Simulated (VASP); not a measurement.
# SnSe (wurtzite type) in VASP: a series of runs

SnSe (wurtzite type) is run at these levels: PBE; tasks: single point.

Program: VASP 6.6.1. These are calculated values, not measurements. Logs are shortened: lines on timing, memory, paths and dates and some standing lists are left out, and cuts for length are marked.

## (1) The cell of the first run

It takes space group P6_3/mmc (No. 194, hexagonal). Conventional cell: a = 4.411 Å, b = 4.411 Å, c = 5.286 Å, α = 90.00°, β = 90.00°, γ = 120.00°. Within 3.4 Å of Sn (site symmetry -6m2) lie 5 Se at 2.55 to 2.64 Å. Within 3.4 Å of Se (site symmetry -6m2) lie 5 Sn at 2.55 to 2.64 Å.

## (2) Single point, PBE

Contents of INCAR:

```
SYSTEM = SnSe
PREC = Accurate
ENCUT = 520
EDIFF = 1E-6
ISMEAR = -1
SIGMA = 0.08
LREAL = .FALSE.
LASPH = .TRUE.
NELM = 80
ALGO = Normal
ISIF = 2
LWAVE = .FALSE.
LCHARG = .FALSE.
GGA = PE
NBANDS = 28
```

Contents of KPOINTS:

```
Automatic mesh
0
G
  9 9 5
  0 0 0
```

Contents of POSCAR:

```
SnSe
1.0
    4.4106689670      0.0000000000      0.0000000000
   -2.2053344835      3.8197513731      0.0000000000
    0.0000000000      0.0000000000      5.2857818466
Sn Se
2 2
Direct
    0.3333333333      0.6666666667     -0.0619983827
    0.6666666667      0.3333333333      0.4380016173
    0.3333333333      0.6666666667      0.4379983827
    0.6666666667      0.3333333333      0.9379983827
```

Potentials or basis: VASP PAW PBE potentials, release 64 (Sn_d, Se).

On the command line:

```
$ cat potpaw_PBE.64/Sn_d/POTCAR potpaw_PBE.64/Se/POTCAR > POTCAR
$ mpirun -np 1 vasp_std > vasp.out
```

OUTCAR:

```text
SYSTEM = SnSe
   PREC = Accurate
   ENCUT = 520
   EDIFF = 1E-6
   ISMEAR = -1
   LREAL = .FALSE.
   LASPH = .TRUE.
   NELM = 80
   ISIF = 2
   GGA = PE

 ion  position               nearest neighbor table
   1  0.333  0.667  0.938-   4 2.55   4 2.55   4 2.55   3 2.64   3 2.64   2 3.67   2 3.67   2 3.67
                             2 3.67   2 3.67   2 3.67
   2  0.667  0.333  0.438-   3 2.55   3 2.55   3 2.55   4 2.64   4 2.64   1 3.67   1 3.67   1 3.67
                             1 3.67   1 3.67   1 3.67
   3  0.333  0.667  0.438-   2 2.55   2 2.55   2 2.55   1 2.64   1 2.64
   4  0.667  0.333  0.938-   1 2.55   1 2.55   1 2.55   2 2.64   2 2.64

  LATTYP: Found a hexagonal cell.
 ALAT       =     4.4106689670
 C/A-ratio  =     1.1984081975

  Lattice vectors:

 A1 = (   4.4106689670,   0.0000000000,   0.0000000000)
 A2 = (  -2.2053344835,   3.8197513731,   0.0000000000)
 A3 = (   0.0000000000,   0.0000000000,   5.2857818466)

Analysis of symmetry for initial positions (statically):
=====================================================================
 Subroutine PRICEL returns:
 Original cell was already a primitive cell.

 Routine SETGRP: Setting up the symmetry group for a
 hexagonal supercell.

 Subroutine GETGRP returns: Found 24 space group operations
 (whereof  6 operations were pure point group operations)
 out of a pool of 24 trial point group operations.

The static configuration has the point symmetry C_3v.
 The point group associated with its full space group is D_6h.

Analysis of symmetry for dynamics (positions and initial velocities):
=====================================================================
 Subroutine PRICEL returns:
 Original cell was already a primitive cell.

 Routine SETGRP: Setting up the symmetry group for a
 hexagonal supercell.

 Subroutine GETGRP returns: Found 24 space group operations
 (whereof  6 operations were pure point group operations)
 out of a pool of 24 trial point group operations.

The dynamic configuration has the point symmetry C_3v.
 The point group associated with its full space group is D_6h.

 Subroutine INISYM returns: Found 24 space group operations
 (whereof  6 operations are pure point group operations),
 and found     1 'primitive' translations

----------------------------------------------------------------------------------------

                                     Primitive cell

  volume of cell :      89.0530

  direct lattice vectors                    reciprocal lattice vectors
     4.410668967  0.000000000  0.000000000     0.226722977  0.130898572  0.000000000
    -2.205334484  3.819751373  0.000000000     0.000000000  0.261797144  0.000000000
     0.000000000  0.000000000  5.285781847     0.000000000  0.000000000  0.189186771

  length of vectors
     4.410668967  4.410668967  5.285781847     0.261797144  0.261797144  0.189186771

  position of ions in fractional coordinates (direct lattice)
     0.333333333  0.666666667  0.938001617
     0.666666667  0.333333333  0.438001617
     0.333333333  0.666666667  0.437998383
     0.666666667  0.333333333  0.937998383

  ion indices of the primitive-cell ions
   primitive index   ion index
                 1           1
                 2           2
                 3           3
                 4           4

----------------------------------------------------------------------------------------

 KPOINTS: Automatic mesh

Automatic generation of k-mesh.
 Grid dimensions read from file:
 generate k-points for:    9    9    5

 Generating k-lattice:

  Cartesian coordinates                     Fractional coordinates (reciprocal lattice)
     0.025191442  0.014544286  0.000000000     0.111111111  0.000000000  0.000000000
     0.000000000  0.029088572  0.000000000     0.000000000  0.111111111  0.000000000
     0.000000000  0.000000000  0.037837354     0.000000000  0.000000000  0.200000000

  Length of vectors
     0.029088572  0.029088572  0.037837354

  Shift w.r.t. Gamma in fractional coordinates (k-lattice)
     0.000000000  0.000000000  0.000000000

 Subroutine IBZKPT returns following result:
 ===========================================

 Found     36 irreducible k-points:

 Following reciprocal coordinates:
            Coordinates               Weight
  0.000000  0.000000  0.000000      1.000000
  0.111111  0.000000  0.000000      6.000000
  0.222222  0.000000  0.000000      6.000000
  0.333333  0.000000  0.000000      6.000000
  0.444444  0.000000  0.000000      6.000000
  0.111111  0.111111  0.000000      6.000000
[... 16 lines left out ...]
  0.333333  0.222222  0.200000     24.000000
  0.333333  0.333333  0.200000      4.000000
 [... further k-points ...]
   k-points           NKPTS =     36   k-points in BZ     NKDIM =     36   number of bands    NBANDS=     28
   number of dos      NEDOS =    301   number of ions     NIONS =      4
   total plane-waves  NPLWV =  51840
   dimension x,y,z NGX =    36 NGY =   36 NGZ =   40
   dimension x,y,z NGXF=    72 NGYF=   72 NGZF=   80
   ions per type =               2   2
   NGX,Y,Z   is equivalent  to a cutoff of  13.57, 13.57, 12.58 a.u.
   NGXF,Y,Z  is equivalent  to a cutoff of  27.14, 27.14, 25.16 a.u.
 SYSTEM =  SnSe
   PREC   = accura    normal or accurate (medium, high low for compatibility)
   ISTART =      0    job   : 0-new  1-cont  2-samecut
   ICHARG =      2    charge: 1-file 2-atom 10-const
   ISPIN  =      1    spin polarized calculation?
   LNONCOLLINEAR =      F non collinear calculations
   LSORBIT =      F    spin-orbit coupling
   LASPH  =      T    aspherical Exc in radial PAW
   ENCUT  =  520.0 eV  38.22 Ry    6.18 a.u.   8.20  8.20  9.83*2*pi/ulx,y,z
   NELM   =     80;   NELMIN=  2; NELMDL= -5     # of ELM steps
   EDIFF  = 0.1E-05   stopping-criterion for ELM
   LREAL  =      F    real-space projection
   EDIFFG = 0.1E-04   stopping-criterion for IOM
   NSW    =      0    number of steps for IOM
   IBRION =     -1    ionic relax: 0-MD 1-quasi-New 2-CG
   NFREE  =      0    steps in history (QN), initial steepest desc. (CG)
   ISIF   =      2    stress and relaxation
   ISYM   =      2    0-nonsym 1-usesym 2-fastsym
   POTIM  = 0.5000    time-step for ionic-motion
   TEBEG  =    0.0;   TEEND  =   0.0 temperature during run
   PSTRESS=    0.0 pullay stress
   NELECT =      40.0000    total number of electrons
   NUPDOWN=      -1.0000    fix difference up-down
   EMIN   =  10.00;   EMAX   =-10.00  energy-range for DOS
   EFERMI =   0.00;   METHOD = LEGACY
   ISMEAR =    -1;   SIGMA  =   0.08  broadening in eV -4-tet -1-fermi 0-gaus
   EFERMI_NEDOS =   21; number of points for ismear=-14 and -15
   IALGO  =     38    algorithm
   IMIX   =      4    mixing-type and parameters
     AMIX     =   0.40;   BMIX     =  1.00
     AMIX_MAG =   1.60;   BMIX_MAG =  1.00
  volume/ion in A,a.u.               =      22.26       150.24
  Fermi-wavevector in a.u.,A,eV,Ry     =   1.253753  2.369249 21.386943  1.571896
  Thomas-Fermi vector in A             =   2.387591
   LORBIT       =      0    0 simple, 1 ext, 2 COOP (PROOUT), +10 PAW based schemes
   GGA     = PE    functional components
   LHFCALC =     F    Hartree Fock is set to
   AEXX    =    0.0000 exact exchange contribution
   IVDW    =     0    specifies the selected vdW correction
   LEPSILON=     F    determine dielectric tensor
   LRPA    =     F    only Hartree local field effects (RPA)
 non-spin polarized calculation
  energy-cutoff  :      520.00
  volume of cell :       89.05
 maximum number of plane-waves:      2426
 NGX is ok and might be reduce to    36
   NGX = 17   NGY = 17   NGZ = 19

 number of electron      40.0000001 magnetization

 Free energy of the ion-electron system (eV)
  ---------------------------------------------------
  ext. energy  EPLUGINS =         0.00000000
  ---------------------------------------------------
  free energy    TOTEN  =       -11.96674471 eV

  energy without entropy =      -11.91917628  energy(sigma->0) =      -11.94296049

 E-fermi :   8.7808     XC(G=0): -10.3365

 val. band max:        8.7664620351   @ k =   0.3333   0.2222   0.2000
 cond. band min:       8.7873031372   @ k =   0.3333   0.2222   0.4000
 fundamental gap:      0.0208411021
 Fermi energy:         8.7808215956

 k-point     1 :       0.0000    0.0000    0.0000
  band No.  band energies     occupation
      1     -13.8050      2.00000
      2     -13.6429      2.00000
      3     -13.6429      2.00000
      4     -13.6410      2.00000
      5     -13.6410      2.00000
      6     -13.6191      2.00000
[... 20 lines left out ...]
     27      13.4093      0.00000
     28      14.7518      0.00000

 k-point     2 :       0.1111    0.0000    0.0000
  band No.  band energies     occupation
      1     -13.8031      2.00000
      2     -13.6516      2.00000
      3     -13.6426      2.00000
      4     -13.6391      2.00000
      5     -13.6357      2.00000
      6     -13.6143      2.00000
[... 20 lines left out ...]
     27      13.3683      0.00000
     28      14.7719      0.00000

 k-point     3 :       0.2222    0.0000    0.0000
  band No.  band energies     occupation
      1     -13.7979      2.00000
      2     -13.6713      2.00000
      3     -13.6384      2.00000
      4     -13.6309      2.00000
      5     -13.6256      2.00000
      6     -13.6131      2.00000
[... 20 lines left out ...]
     27      14.4390      0.00000
     28      15.0629      0.00000

 k-point     4 :       0.3333    0.0000    0.0000
  band No.  band energies     occupation
      1     -13.7903      2.00000
      2     -13.6924      2.00000
      3     -13.6325      2.00000
      4     -13.6205      2.00000
      5     -13.6170      2.00000
      6     -13.6151      2.00000
[... 20 lines left out ...]
     27      14.6397      0.00000
     28      16.5032      0.00000

 k-point     5 :       0.4444    0.0000    0.0000
  band No.  band energies     occupation
      1     -13.7837      2.00000
      2     -13.7073      2.00000
      3     -13.6285      2.00000
      4     -13.6194      2.00000
      5     -13.6115      2.00000
      6     -13.6084      2.00000
[... 20 lines left out ...]
     27      15.1636      0.00000
     28      15.7763      0.00000

 k-point     6 :       0.1111    0.1111    0.0000
  band No.  band energies     occupation
      1     -13.7994      2.00000
      2     -13.6662      2.00000
      3     -13.6374      2.00000
      4     -13.6356      2.00000
      5     -13.6284      2.00000
      6     -13.6124      2.00000
[... 463 lines left out ...]
      5     -13.6221      2.00000
      6     -13.6161      2.00000
[... 20 lines left out ...]
     27      14.4624      0.00000
     28      14.9867      0.00000

 k-point    22 :       0.2222    0.2222    0.2000
  band No.  band energies     occupation
      1     -13.7612      2.00000
      2     -13.6954      2.00000
      3     -13.6326      2.00000
      4     -13.6263      2.00000
      5     -13.6230      2.00000
      6     -13.6196      2.00000
[... 20 lines left out ...]
     27      14.5222      0.00000
     28      15.5218      0.00000

 k-point    23 :       0.3333    0.2222    0.2000
  band No.  band energies     occupation
      1     -13.7495      2.00000
      2     -13.7116      2.00000
      3     -13.6307      2.00000
      4     -13.6231      2.00000
      5     -13.6195      2.00000
      6     -13.6156      2.00000
[... 20 lines left out ...]
     27      14.7335      0.00000
     28      15.7906      0.00000

 k-point    24 :       0.3333    0.3333    0.2000
  band No.  band energies     occupation
      1     -13.7312      2.00000
      2     -13.7312      2.00000
      3     -13.6308      2.00000
      4     -13.6227      2.00000
      5     -13.6159      2.00000
      6     -13.6159      2.00000
[... 20 lines left out ...]
     27      14.5085      0.00000
     28      16.1126      0.00000

 [... further k-points ...]

------------------------ aborting loop because EDIFF is reached ----------------------------------------

  FORCE on cell =-STRESS in cart. coord.  units (eV):
  Direction    XX          YY          ZZ          XY          YZ          ZX
  --------------------------------------------------------------------------------------
  -------------------------------------------------------------------------------------
  Total       20.8366494     20.8366494     20.8441101      0.0000000     -0.0000000      0.0000000
  in kB      374.8777562    374.8777562    375.0119832      0.0000000     -0.0000000      0.0000000
  external PRESSURE =     374.9224985 kB  Pullay stress =       0.0000000 kB

 VOLUME and BASIS-vectors are now :
 -----------------------------------------------------------------------------
  energy-cutoff  :      520.00
  volume of cell :       89.05
      direct lattice vectors                 reciprocal lattice vectors
     4.410668967  0.000000000  0.000000000     0.226722977  0.130898572  0.000000000
    -2.205334484  3.819751373  0.000000000     0.000000000  0.261797144  0.000000000
     0.000000000  0.000000000  5.285781847     0.000000000  0.000000000  0.189186771

 POSITION                                       TOTAL-FORCE (eV/Angst)
 -----------------------------------------------------------------------------------
     -0.00000      2.54650      4.95807         0.000000     -0.000000     -0.000000
      2.20533      1.27325      2.31518        -0.000000      0.000000     -0.000000
     -0.00000      2.54650      2.31516        -0.000000     -0.000000      0.000000
      2.20533      1.27325      4.95805         0.000000      0.000000      0.000000
 -----------------------------------------------------------------------------------
    total drift:                               -0.000000     -0.000000      0.008743

  FREE ENERGIE OF THE ION-ELECTRON SYSTEM (eV)
  ---------------------------------------------------
  free  energy   TOTEN  =       -11.9667447050 eV

  energy  without entropy=      -11.9191762832  energy(sigma->0) =      -11.94296049
```

Wall time 40 s (1 thread of Intel Xeon 6975P-C (Granite Rapids), shared host); peak memory 0.26 GiB.

Results:

```yaml
Free_energy: -11.9667 eV
Pressure: 37.5 GPa
Band_gap_on_the_k_mesh: zero (band 20 reaches 9.02 eV, above the bottom of band 21 at 8.56 eV)
```

Caveat: spin-orbit coupling is left out, which moves the levels of the heavy elements.

## (3) Single point, PBE

This run uses another cell than the first one, of 25.05 Å³/atom, 1.125 times its volume.

Contents of INCAR:

```
  ALGO = Normal
  EDIFF = 1E-6
  ENCUT = 520
  GGA = PE
  ISIF = 2
  ISMEAR = -1
  LASPH = T
  LCHARG = F
  LREAL = F
  LWAVE = F
  NBANDS = 28
  NELM = 100
  PREC = Accurate
  SIGMA = 0.08
```

Contents of KPOINTS:

```
k-points
0
Gamma
  9 9 5
```

Contents of POSCAR:

```
SnSe
1.0
    4.5827051161      0.0000000000      0.0000000000
   -2.2913525580      3.9687390486      0.0000000000
    0.0000000000      0.0000000000      5.5084176403
Sn Se
2 2
Direct
    0.3333333333      0.6666666667     -0.0619753997
    0.6666666667      0.3333333333      0.4380246003
    0.3333333333      0.6666666667      0.4379753997
    0.6666666667      0.3333333333      0.9379753997
```

Potentials or basis: VASP PAW PBE potentials, release 64 (Sn_d, Se).

On the command line:

```
$ cat potpaw_PBE.64/Sn_d/POTCAR potpaw_PBE.64/Se/POTCAR > POTCAR
$ mpirun -np 1 vasp_std > vasp.out
```

It took 44 s on 1 thread of Intel Xeon 6975P-C (Granite Rapids), shared host; peak memory 0.27 GiB.

The run converged. Its results:

```yaml
Free_energy: -14.0133 eV
Pressure: 22.4 GPa
Band_gap_on_the_k_mesh: zero (band 20 reaches 7.41 eV, above the bottom of band 21 at 7.36 eV)
```

Levels at points of the mesh, in eV from the Fermi level:
```
           k point  band 16  band 17  band 18  band 19  band 20  band 21  band 22  band 23  band 24  band 25
(0.00, 0.00, 0.00)    -5.41    -4.38    -3.56    -3.56    -3.45     0.29     0.29     2.60     2.60     3.96
```

Caveat: spin-orbit coupling is left out, which moves the levels of the heavy elements.

[end of part 1 of 2]
